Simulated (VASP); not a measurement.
# AlAs (lda) (F-43m) in VASP: notebook

AlAs (lda) is run at these levels: LDA; tasks: single point, relaxation of cell and atoms.

Everything below comes from runs of VASP 6.6.1. Logs are shortened: lines on timing, memory, paths and dates and some standing lists are left out, and cuts for length are marked.

### Step 1. The cell of the first run

Symmetry: F-43m, No. 216, cubic system. The conventional cell has a = 5.661 Å, b = 5.661 Å, c = 5.661 Å, α = 90.00°, β = 90.00°, γ = 90.00°. Al (site symmetry -43m) has 4 As at 2.45 Å within 3.2 Å. As (site symmetry -43m) has 4 Al at 2.45 Å within 3.2 Å.

### Step 2. Single point, LDA

Contents of INCAR:

```
SYSTEM = AlAs
  PREC = Accurate
  ENCUT = 500
  EDIFF = 1E-6
  ISMEAR = 0
  SIGMA = 0.1
  LREAL = .FALSE.
  LASPH = .TRUE.
  NELM = 120
  ALGO = Normal
  ISIF = 2
  LWAVE = .FALSE.
  LCHARG = .FALSE.
  NBANDS = 11
  GGA_COMPAT = .FALSE.
```

Contents of KPOINTS:

```
regular mesh
0
G
  6 6 6
  0 0 0
```

Contents of POSCAR:

```
AlAs
1.0
    0.0000000000      2.8304000000      2.8304000000
    2.8304000000      0.0000000000      2.8304000000
    2.8304000000      2.8304000000      0.0000000000
Al As
1 1
Direct
    0.0000000000      0.0000000000      0.0000000000
    0.2500000000      0.2500000000      0.2500000000
```

Potentials or basis: VASP PAW LDA potentials, release 64 (Al, As).

Started as:

```
$ cat potpaw_LDA.64/Al/POTCAR potpaw_LDA.64/As/POTCAR > POTCAR
$ mpirun -np 1 vasp_std > vasp.out
```

OUTCAR:

```text
SYSTEM = AlAs
   PREC = Accurate
   ENCUT = 500
   EDIFF = 1E-6
   ISMEAR = 0
   LREAL = .FALSE.
   LASPH = .TRUE.
   NELM = 120
   ISIF = 2

 ion  position               nearest neighbor table
   1  0.000  0.000  0.000-   2 2.45   2 2.45   2 2.45   2 2.45
   2  0.250  0.250  0.250-   1 2.45   1 2.45   1 2.45   1 2.45

  LATTYP: Found a face centered cubic cell.
 ALAT       =     5.6608000000

  Lattice vectors:

 A1 = (   0.0000000000,   2.8304000000,   2.8304000000)
 A2 = (   2.8304000000,   0.0000000000,   2.8304000000)
 A3 = (   2.8304000000,   2.8304000000,   0.0000000000)

Analysis of symmetry for initial positions (statically):
=====================================================================
 Subroutine PRICEL returns:
 Original cell was already a primitive cell.

 Routine SETGRP: Setting up the symmetry group for a
 face centered cubic supercell.

 Subroutine GETGRP returns: Found 24 space group operations
 (whereof 24 operations were pure point group operations)
 out of a pool of 48 trial point group operations.

The static configuration has the point symmetry T_d .

Analysis of symmetry for dynamics (positions and initial velocities):
=====================================================================
 Subroutine PRICEL returns:
 Original cell was already a primitive cell.

 Routine SETGRP: Setting up the symmetry group for a
 face centered cubic supercell.

 Subroutine GETGRP returns: Found 24 space group operations
 (whereof 24 operations were pure point group operations)
 out of a pool of 48 trial point group operations.

The dynamic configuration has the point symmetry T_d .

 Subroutine INISYM returns: Found 24 space group operations
 (whereof 24 operations are pure point group operations),
 and found     1 'primitive' translations

----------------------------------------------------------------------------------------

                                     Primitive cell

  volume of cell :      45.3496

  direct lattice vectors                    reciprocal lattice vectors
     0.000000000  2.830400000  2.830400000    -0.176653477  0.176653477  0.176653477
     2.830400000  0.000000000  2.830400000     0.176653477 -0.176653477  0.176653477
     2.830400000  2.830400000  0.000000000     0.176653477  0.176653477 -0.176653477

  length of vectors
     4.002790067  4.002790067  4.002790067     0.305972797  0.305972797  0.305972797

  position of ions in fractional coordinates (direct lattice)
     0.000000000  0.000000000  0.000000000
     0.250000000  0.250000000  0.250000000

  ion indices of the primitive-cell ions
   primitive index   ion index
                 1           1
                 2           2

----------------------------------------------------------------------------------------

 KPOINTS: regular mesh

Automatic generation of k-mesh.
 Grid dimensions read from file:
 generate k-points for:    6    6    6

 Generating k-lattice:

  Cartesian coordinates                     Fractional coordinates (reciprocal lattice)
    -0.029442246  0.029442246  0.029442246     0.166666667  0.000000000  0.000000000
     0.029442246 -0.029442246  0.029442246     0.000000000  0.166666667  0.000000000
     0.029442246  0.029442246 -0.029442246     0.000000000  0.000000000  0.166666667

  Length of vectors
     0.050995466  0.050995466  0.050995466

  Shift w.r.t. Gamma in fractional coordinates (k-lattice)
     0.000000000  0.000000000  0.000000000

 Subroutine IBZKPT returns following result:
 ===========================================

 Found     16 irreducible k-points:

 Following reciprocal coordinates:
            Coordinates               Weight
  0.000000  0.000000  0.000000      1.000000
  0.166667  0.000000  0.000000      8.000000
  0.333333  0.000000  0.000000      8.000000
  0.500000  0.000000  0.000000      4.000000
  0.166667  0.166667  0.000000      6.000000
  0.333333  0.166667  0.000000     24.000000
[... 8 lines left out ...]
 -0.333333  0.333333  0.166667     24.000000
 -0.333333  0.500000  0.166667     12.000000
   k-points           NKPTS =     16   k-points in BZ     NKDIM =     16   number of bands    NBANDS=     11
   number of dos      NEDOS =    301   number of ions     NIONS =      2
   total plane-waves  NPLWV =  27000
   dimension x,y,z NGX =    30 NGY =   30 NGZ =   30
   dimension x,y,z NGXF=    60 NGYF=   60 NGZF=   60
   ions per type =               1   1
   NGX,Y,Z   is equivalent  to a cutoff of  12.46, 12.46, 12.46 a.u.
   NGXF,Y,Z  is equivalent  to a cutoff of  24.92, 24.92, 24.92 a.u.
 SYSTEM =  AlAs
   PREC   = accura    normal or accurate (medium, high low for compatibility)
   ISTART =      0    job   : 0-new  1-cont  2-samecut
   ICHARG =      2    charge: 1-file 2-atom 10-const
   ISPIN  =      1    spin polarized calculation?
   LNONCOLLINEAR =      F non collinear calculations
   LSORBIT =      F    spin-orbit coupling
   LASPH  =      T    aspherical Exc in radial PAW
   ENCUT  =  500.0 eV  36.75 Ry    6.06 a.u.   7.30  7.30  7.30*2*pi/ulx,y,z
   NELM   =    120;   NELMIN=  2; NELMDL= -5     # of ELM steps
   EDIFF  = 0.1E-05   stopping-criterion for ELM
   LREAL  =      F    real-space projection
   EDIFFG = 0.1E-04   stopping-criterion for IOM
   NSW    =      0    number of steps for IOM
   IBRION =     -1    ionic relax: 0-MD 1-quasi-New 2-CG
   NFREE  =      0    steps in history (QN), initial steepest desc. (CG)
   ISIF   =      2    stress and relaxation
   ISYM   =      2    0-nonsym 1-usesym 2-fastsym
   POTIM  = 0.5000    time-step for ionic-motion
   TEBEG  =    0.0;   TEEND  =   0.0 temperature during run
   PSTRESS=    0.0 pullay stress
   NELECT =       8.0000    total number of electrons
   NUPDOWN=      -1.0000    fix difference up-down
   EMIN   =  10.00;   EMAX   =-10.00  energy-range for DOS
   EFERMI =   0.00;   METHOD = LEGACY
   ISMEAR =     0;   SIGMA  =   0.10  broadening in eV -4-tet -1-fermi 0-gaus
   EFERMI_NEDOS =   21; number of points for ismear=-14 and -15
   IALGO  =     38    algorithm
   IMIX   =      4    mixing-type and parameters
     AMIX     =   0.40;   BMIX     =  1.00
     AMIX_MAG =   1.60;   BMIX_MAG =  1.00
  volume/ion in A,a.u.               =      22.67       153.02
  Fermi-wavevector in a.u.,A,eV,Ry     =   0.918150  1.735052 11.469706  0.843000
  Thomas-Fermi vector in A             =   2.043199
   LORBIT       =      0    0 simple, 1 ext, 2 COOP (PROOUT), +10 PAW based schemes
   GGA     = CA    functional components
   LHFCALC =     F    Hartree Fock is set to
   AEXX    =    0.0000 exact exchange contribution
   IVDW    =     0    specifies the selected vdW correction
   LEPSILON=     F    determine dielectric tensor
   LRPA    =     F    only Hartree local field effects (RPA)
 non-spin polarized calculation
 Gauss-broadening in eV      SIGMA  =   0.10
  energy-cutoff  :      500.00
  volume of cell :       45.35
 maximum number of plane-waves:      1167
 NGX is ok and might be reduce to    30
   NGX = 15   NGY = 15   NGZ = 15

 number of electron       8.0000000 magnetization

 Free energy of the ion-electron system (eV)
  ---------------------------------------------------
  ext. energy  EPLUGINS =         0.00000000
  ---------------------------------------------------
  free energy    TOTEN  =       -10.50122622 eV

  energy without entropy =      -10.50122622  energy(sigma->0) =      -10.50122622

 E-fermi :   4.2599     XC(G=0):  -9.2773

 val. band max:        3.7878249914   @ k =   0.0000   0.0000   0.0000
 cond. band min:       5.1211027391   @ k =   0.5000   0.5000   0.0000
 fundamental gap:      1.3332777477
 Fermi energy:         4.2598901933

 k-point     1 :       0.0000    0.0000    0.0000
  band No.  band energies     occupation
      1      -8.1069      2.00000
      2       3.7878      2.00000
      3       3.7878      2.00000
      4       3.7878      2.00000
      5       5.6688      0.00000
      6       8.0290      0.00000
      7       8.0290      0.00000
      8       8.0290      0.00000
      9      12.4095      0.00000
     10      12.8175      0.00000
     11      12.8175      0.00000

 k-point     2 :       0.1667    0.0000    0.0000
  band No.  band energies     occupation
      1      -7.8392      2.00000
      2       1.6590      2.00000
      3       3.5241      2.00000
      4       3.5241      2.00000
      5       6.4877      0.00000
      6       8.4636      0.00000
      7       8.4636      0.00000
      8       8.8832      0.00000
      9      12.0006      0.00000
     10      12.0006      0.00000
     11      13.3191      0.00000

 k-point     3 :       0.3333    0.0000    0.0000
  band No.  band energies     occupation
      1      -7.1620      2.00000
      2      -0.7351      2.00000
      3       3.1238      2.00000
      4       3.1238      2.00000
      5       6.0346      0.00000
      6       8.6008      0.00000
      7       8.6008      0.00000
      8      11.1419      0.00000
      9      12.7962      0.00000
     10      12.7962      0.00000
     11      12.9645      0.00000

 k-point     4 :       0.5000    0.0000    0.0000
  band No.  band energies     occupation
      1      -6.6906      2.00000
      2      -1.8117      2.00000
      3       2.9625      2.00000
      4       2.9625      2.00000
      5       5.8064      0.00000
      6       8.4192      0.00000
      7       8.4192      0.00000
      8      11.3675      0.00000
      9      14.7670      0.00000
     10      15.2734      0.00000
     11      15.2734      0.00000

 k-point     5 :       0.1667    0.1667    0.0000
  band No.  band energies     occupation
      1      -7.7488      2.00000
      2       1.7451      2.00000
      3       3.0007      2.00000
      4       3.0007      2.00000
      5       6.9966      0.00000
      6       7.5998      0.00000
      7       9.3536      0.00000
      8       9.3536      0.00000
      9      10.6465      0.00000
     10      13.3036      0.00000
     11      14.2324      0.00000
[... 99 lines left out ...]
 k-point    13 :       0.5000    0.5000    0.0000
  band No.  band energies     occupation
      1      -6.1443      2.00000
      2      -1.6635      2.00000
      3       1.6088      2.00000
      4       1.6088      2.00000
      5       5.1211      0.00000
      6       5.9811      0.00000
      7      13.9866      0.00000
      8      13.9866      0.00000
      9      15.3562      0.00000
     10      16.3279      0.00000
     11      16.3279      0.00000

 k-point    14 :       0.5000    0.3333    0.1667
  band No.  band energies     occupation
      1      -6.6384      2.00000
      2      -0.8765      2.00000
      3       1.0458      2.00000
      4       2.1299      2.00000
      5       7.3743      0.00000
      6       8.2470      0.00000
      7       8.8568      0.00000
      8      11.6295      0.00000
      9      12.9759      0.00000
     10      14.3868      0.00000
     11      16.6836      0.00000

 k-point    15 :      -0.3333    0.3333    0.1667
  band No.  band energies     occupation
      1      -6.2799      2.00000
      2      -1.3556      2.00000
      3       0.5884      2.00000
      4       1.7472      2.00000
      5       7.6403      0.00000
      6       8.2832      0.00000
      7      10.4124      0.00000
      8      11.1061      0.00000
      9      12.0575      0.00000
     10      15.1737      0.00000
     11      16.5035      0.00000

 k-point    16 :      -0.3333    0.5000    0.1667
  band No.  band energies     occupation
      1      -6.1203      2.00000
      2      -1.4228      2.00000
      3       0.8297      2.00000
      4       1.0792      2.00000
      5       6.8722      0.00000
      6       7.8161      0.00000
      7      10.8186      0.00000
      8      11.5235      0.00000
      9      14.2516      0.00000
     10      16.0318      0.00000
     11      16.2485      0.00000

------------------------ aborting loop because EDIFF is reached ----------------------------------------

  FORCE on cell =-STRESS in cart. coord.  units (eV):
  Direction    XX          YY          ZZ          XY          YZ          ZX
  --------------------------------------------------------------------------------------
  -------------------------------------------------------------------------------------
  Total       -0.2517273     -0.2517273     -0.2517273     -0.0000000      0.0000000     -0.0000000
  in kB       -8.8933923     -8.8933923     -8.8933923     -0.0000000      0.0000000     -0.0000000
  external PRESSURE =      -8.8933923 kB  Pullay stress =       0.0000000 kB

 VOLUME and BASIS-vectors are now :
 -----------------------------------------------------------------------------
  energy-cutoff  :      500.00
  volume of cell :       45.35
      direct lattice vectors                 reciprocal lattice vectors
     0.000000000  2.830400000  2.830400000    -0.176653477  0.176653477  0.176653477
     2.830400000  0.000000000  2.830400000     0.176653477 -0.176653477  0.176653477
     2.830400000  2.830400000  0.000000000     0.176653477  0.176653477 -0.176653477

 POSITION                                       TOTAL-FORCE (eV/Angst)
 -----------------------------------------------------------------------------------
      0.00000      0.00000      0.00000        -0.000000     -0.000000     -0.000000
      1.41520      1.41520      1.41520         0.000000      0.000000      0.000000
 -----------------------------------------------------------------------------------
    total drift:                               -0.000000     -0.000000     -0.000000

  FREE ENERGIE OF THE ION-ELECTRON SYSTEM (eV)
  ---------------------------------------------------
  free  energy   TOTEN  =       -10.5012262199 eV

  energy  without entropy=      -10.5012262199  energy(sigma->0) =      -10.50122622
```

Wall time 4 s (1 thread of AMD EPYC 9R45 (Zen 5), shared host); peak memory 0.11 GiB.

Results:

```yaml
Free_energy: -10.5012 eV
Pressure: -0.9 GPa
Band_gap_on_the_k_mesh: 1.33 eV, indirect (least direct gap 1.88 eV)
```

A k mesh can miss the band edges.

### Step 3. Single point, LDA

This run uses another cell than the first one, of 22.30 Å³/atom, 0.983 times its volume.

Contents of INCAR:

```
ALGO = Normal ; EDIFF = 1E-6
ENCUT = 500 ; GGA = CA
GGA_COMPAT = False ; ISIF = 2
ISMEAR = 0 ; LASPH = True
LCHARG = False ; LREAL = False
LWAVE = False ; NBANDS = 11
NELM = 120 ; PREC = Accurate
SIGMA = 0.02
```

Contents of KPOINTS:

```
k-points
0
Gamma
  8 8 8
```

Contents of POSCAR:

```
AlAs
1.0
    0.0000000000      2.8145445159      2.8145445159
    2.8145445159      0.0000000000      2.8145445159
    2.8145445159      2.8145445159      0.0000000000
Al As
1 1
Direct
    0.0000000000      0.0000000000      0.0000000000
    0.2500000000      0.2500000000      0.2500000000
```

Potentials or basis: VASP PAW LDA potentials, release 64 (Al, As).

Started as:

```
$ cat potpaw_LDA.64/Al/POTCAR potpaw_LDA.64/As/POTCAR > POTCAR
$ mpirun -np 1 vasp_std > vasp.out
```

Run time: 6.1 s. Hardware: 1 thread of AMD EPYC 9R45 (Zen 5), shared host; peak memory 0.12 GiB.

The run converged. Its results:

| Item | Value |
| --- | --- |
| Free energy | -10.5139 eV |
| Pressure | 0.4 GPa |
| Band gap on the k mesh | 1.31 eV, indirect (least direct gap 2.02 eV) |

Levels at points of the mesh, in eV from the valence-band top:
```tsv
k point	band 2	band 3	band 4	band 5	band 6	band 7
(0.00, 0.00, 0.00)	0.00	0.00	0.00	2.02	4.27	4.27
(0.50, 0.00, 0.00)	-5.67	-0.84	-0.84	2.09	4.65	4.65
(0.50, 0.50, 0.00)	-5.51	-2.22	-2.22	1.31	2.20	10.33
```

### Step 4. Relaxation of cell and atoms, LDA

Contents of INCAR:

```
SYSTEM = AlAs
ALGO = Normal
EDIFF = 1E-7
EDIFFG = -0.002
ENCUT = 500
GGA_COMPAT = .FALSE.
IBRION = 2
ISIF = 3
ISMEAR = 0
LASPH = .TRUE.
LCHARG = .FALSE.
LREAL = .FALSE.
LWAVE = .FALSE.
NELM = 120
NELMIN = 4
NSW = 100
PREC = Accurate
SIGMA = 0.02
```

Contents of KPOINTS:

```
k-points
0
G
  8 8 8
  0 0 0
```

Contents of POSCAR:

```
AlAs
1.0
    0.0000000000      2.8304000000      2.8304000000
    2.8304000000      0.0000000000      2.8304000000
    2.8304000000      2.8304000000      0.0000000000
Al As
1 1
Direct
    0.0000000000      0.0000000000      0.0000000000
    0.2500000000      0.2500000000      0.2500000000
```

Started as:

```
$ cat potpaw_LDA.64/Al/POTCAR potpaw_LDA.64/As/POTCAR > POTCAR
$ mpirun -np 1 vasp_std > vasp.out
```

Wall time 10 s (1 thread of AMD EPYC 9R45 (Zen 5), shared host); peak memory 0.12 GiB.

It converged, with:

* Free energy: -10.5142 eV
* Relaxed volume: 22.40 Å³/atom
* Relaxed cell: a = 3.986 Å, b = 3.986 Å, c = 3.986 Å, α = 60.00°, β = 60.00°, γ = 60.00°
* Space group after relaxing (to 0.05 Å): F-43m (No. 216)
* Energy gained by relaxing: 0.8 meV/atom
* Ionic steps: 3
* Pressure after relaxing: 0.0 GPa
* Band gap on the k mesh: 1.32 eV, indirect (least direct gap 1.98 eV)

The path:
| step | energy change (eV) | largest force (eV/Å) | pressure (GPa) | volume (Å³) |
| --- | --- | --- | --- | --- |
| 1 | 0.0000 | 0.0000 | -0.91 | 45.35 |
| 2 | -0.0011 | 0.0000 | 0.50 | 44.51 |
| 3 | -0.0016 | 0.0000 | 0.00 | 44.80 |

Final structure:
```
Al As
1.0
     0.00000    2.81887    2.81887
     2.81887    0.00000    2.81887
     2.81887    2.81887    0.00000
Al As
1 1
Direct
  0.00000 0.00000 0.00000
  0.25000 0.25000 0.25000
```

Levels at points of the mesh, in eV from the valence-band top:
| k point | band 1 | band 2 | band 3 | band 4 | band 5 | band 6 | band 7 | band 8 |
| --- | --- | --- | --- | --- | --- | --- | --- | --- |
| (0.00, 0.00, 0.00) | -11.96 | 0.00 | 0.00 | 0.00 | 1.98 | 4.27 | 4.27 | 4.27 |
| (0.50, 0.00, 0.00) | -10.52 | -5.65 | -0.83 | -0.83 | 2.07 | 4.64 | 4.64 | 7.61 |
| (0.50, 0.50, 0.00) | -9.96 | -5.49 | -2.20 | -2.20 | 1.32 | 2.20 | 10.30 | 10.30 |

A k mesh can miss the band edges. A hybrid or GW would open this gap; LDA tends to underestimate it.

### Step 5. The runs side by side

| task | cell | k mesh | smearing | gap on the mesh (eV) | pressure (GPa) |
| --- | --- | --- | --- | --- | --- |
| single point | a = 4.003 Å, angles 60.0°, 2 atoms | 6 × 6 × 6 | gaussian 0.1 eV | 1.33 | -0.9 |
| single point | a = 3.980 Å, angles 60.0°, 2 atoms | 8 × 8 × 8 | gaussian 0.02 eV | 1.31 | 0.4 |
| relaxation of cell and atoms | relaxed from a = 4.003 Å, angles 60.0°, 2 atoms | 8 × 8 × 8 | gaussian 0.02 eV | 1.32 | 0.0 |

Alike in all rows: level LDA; potentials or basis VASP PAW LDA potentials, release 64 (Al, As); no spin polarisation; cutoff (eV) 500.

Total energies depend on the potentials used, so only differences within one code and one set of settings carry meaning.
